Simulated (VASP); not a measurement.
Wanted: the native input for a VASP 6.6.1 run.

| Property | Result |
| --- | --- |
| Task | single point |
| Functional | PBE |
| Potentials or basis | VASP PAW PBE potentials, release 64 (Cs_sv, Pb_d, Cl) |
| Cutoff | 520 eV |
| k mesh | 6 × 6 × 6 |
| Occupations | gaussian, width 0.05 eV |
| Spin | no spin polarisation |
| Dipole correction | no |
| Further INCAR settings | ALGO = Normal; EDIFF = 1e-06; NBANDS = 30 |

The structure of CsPbCl3 lies in POSCAR:

```
CsPbCl3
1.0
    5.6420868459      0.0000000000      0.0000000000
    0.0000000000      5.6420868459      0.0000000000
    0.0000000000      0.0000000000      5.6420868459
Cs Pb Cl
1 1 3
Direct
    0.0000000000      0.0000000000      0.0000000000
    0.5000000000      0.5000000000      0.5000000000
    0.0000000000      0.5000000000      0.5000000000
    0.5000000000      0.5000000000      0.0000000000
    0.5000000000      0.0000000000      0.5000000000
```

The input as run:

INCAR

```
SYSTEM = CsPbCl3
  PREC = Accurate
  ENCUT = 520
  EDIFF = 1E-6
  ISMEAR = 0
  SIGMA = 0.05
  LREAL = .FALSE.
  LASPH = .TRUE.
  NELM = 80
  ALGO = Normal
  ISIF = 2
  LWAVE = .FALSE.
  LCHARG = .FALSE.
  GGA = PE
  NBANDS = 30
```

KPOINTS

```
regular mesh
0
G
  6 6 6
  0 0 0
```

Potentials or basis: VASP PAW PBE potentials, release 64 (Cs_sv, Pb_d, Cl).

Run with:

```sh
$ cat potpaw_PBE.64/Cs_sv/POTCAR potpaw_PBE.64/Pb_d/POTCAR potpaw_PBE.64/Cl/POTCAR > POTCAR
$ mpirun -np 1 vasp_std > vasp.out
```

It gave:

```
Pressure               : 1.2 GPa
Band gap on the k mesh : 2.03 eV
```

Caveat: spin-orbit coupling is left out, which moves the levels of the heavy elements.

It took 2.7 min on 1 thread of Intel Xeon 8259CL, on a shared host, peak memory 0.31 GiB.
